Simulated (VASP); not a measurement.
BP, 2 atoms in the cell. The structure is cubic, space group F-43m (No. 216). The conventional cell has a = 4.355 Å, b = 4.355 Å, c = 4.355 Å, α = 90.00°, β = 90.00°, γ = 90.00°. B (site symmetry -43m) has 4 P at 1.89 Å within 2.5 Å. Within 2.5 Å of P (site symmetry -43m) lie 4 B at 1.89 Å.  This cell differs from its parent crystal: strain -4.0%.

| Property | Result |
| --- | --- |
| Program | VASP 6.6.1 |
| Task | dielectric tensor |
| Functional | r2SCAN |
| Potentials or basis | VASP PAW PBE potentials, release 64 (B, P) |
| Cutoff | 520 eV |
| k mesh | 8 × 8 × 8 |
| Occupations | gaussian, width 0.01 eV |
| Spin | no spin polarisation |
| Dipole correction | no |
| Further INCAR settings | ALGO = Normal; EDIFF = 1e-08 |

Potentials or basis: VASP PAW PBE potentials, release 64 (B, P).

The run is started by

```sh
$ cat potpaw_PBE.64/B/POTCAR potpaw_PBE.64/P/POTCAR > POTCAR
$ mpirun -np 1 vasp_std > vasp.out
```

Hardware: 1 thread of Intel(R) Xeon(R) 6975P-C (Granite Rapids) (shared host).

How long does it take, and how much memory?

Run time: 6.1 min on 1 thread of Intel(R) Xeon(R) 6975P-C (Granite Rapids), on a shared host, peak memory 0.25 GiB. Counts: scf iterations 75, k points 29.
